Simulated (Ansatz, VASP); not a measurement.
## CdF2 in VASP and in Ansatz

File POSCAR:

```
CdF2
1.0
    0.0000000000      2.6940000000      2.6940000000
    2.6940000000      0.0000000000      2.6940000000
    2.6940000000      2.6940000000      0.0000000000
Cd F
1 2
Direct
    0.0281281451      0.0281281451      0.0281281451
    0.2500000000      0.2500000000      0.2500000000
    0.7500000000      0.7500000000      0.7500000000
```

File INCAR.step1:

```
SYSTEM = CdF2
PREC = Accurate
ENCUT = 520
ISMEAR = 0
SIGMA = 0.05
LREAL = .FALSE.
LASPH = .TRUE.
NELM = 100
NBANDS = 20
GGA = PE
ALGO = Normal
EDIFF = 1E-4
LWAVE = .TRUE.
LCHARG = .FALSE.
```

INCAR.step2

```
SYSTEM = CdF2
PREC = Accurate
ENCUT = 520
EDIFF = 1E-6
ISMEAR = 0
SIGMA = 0.05
LREAL = .FALSE.
LASPH = .TRUE.
NELM = 100
ALGO = Normal
ISIF = 2
LWAVE = .FALSE.
LCHARG = .FALSE.
METAGGA = R2SCAN
LMIXTAU = .TRUE.
NBANDS = 20
ISTART = 1
```

KPOINTS

```
regular mesh
0
G
  8 8 8
  0 0 0
```

Input for Ansatz:

```yaml
crystal:
  lattice:
    - [0.0, 2.694, 2.694]
    - [2.694, 0.0, 2.694]
    - [2.694, 2.694, 0.0]
  atoms:
    - { symbol: Cd, position: [0.0281281451, 0.0281281451, 0.0281281451] }
    - { symbol: F, position: [0.25, 0.25, 0.25] }
    - { symbol: F, position: [0.75, 0.75, 0.75] }
basis:
  ecutwfc: 500
kpoints:
  mp_grid: { grid: [8, 8, 8] }
hamiltonian:
  xc: r2scan
scf:
  occupations: { method: gaussian, width: 0.05 }
output:
  forces: true
  stress: true
  eigenvalues: true
```

Change from the starting cell: all Cd atoms moved +0.263 Å, as atom 1 along Cartesian [1 1 1].

Alike in both runs: task single point; functional r2SCAN; k mesh 8 × 8 × 8; occupations gaussian, width 0.05 eV; no spin polarisation.

|  | VASP | Ansatz |
| --- | --- | --- |
| version | VASP 6.6.1 | Ansatz 0.2.0 |
| potentials or method | VASP PAW PBE potentials, release 64 (Cd, F), cutoff 520 eV | scalar-relativistic, plane waves, PAW |
| valence electrons in the cell | 26 | 34 |

VASP gave:

```
gap on the k mesh at the Fermi level (eV)                     : 3.78
least direct gap on the mesh (eV)                             : 4.25
pressure (GPa)                                                : 5.5
traceless stress, the component that is largest in VASP (GPa) : 3.07
rms of the force components (eV/Å)                            : 0.915
```

Which values does Ansatz return?

gap on the k mesh at the Fermi level (eV): 3.84; least direct gap on the mesh (eV): 4.31; pressure (GPa): 4.2; traceless stress, the component that is largest in VASP (GPa): 2.82; rms of the force components (eV/Å): 0.827.

VASP's potentials were made for PBE, not for r2SCAN. Atom by atom the forces differ by 0.088 eV/Å (rms over components). VASP's potentials hold 26 valence electrons a cell and Ansatz's 34, so a difference there can come from the potentials and not from the codes.
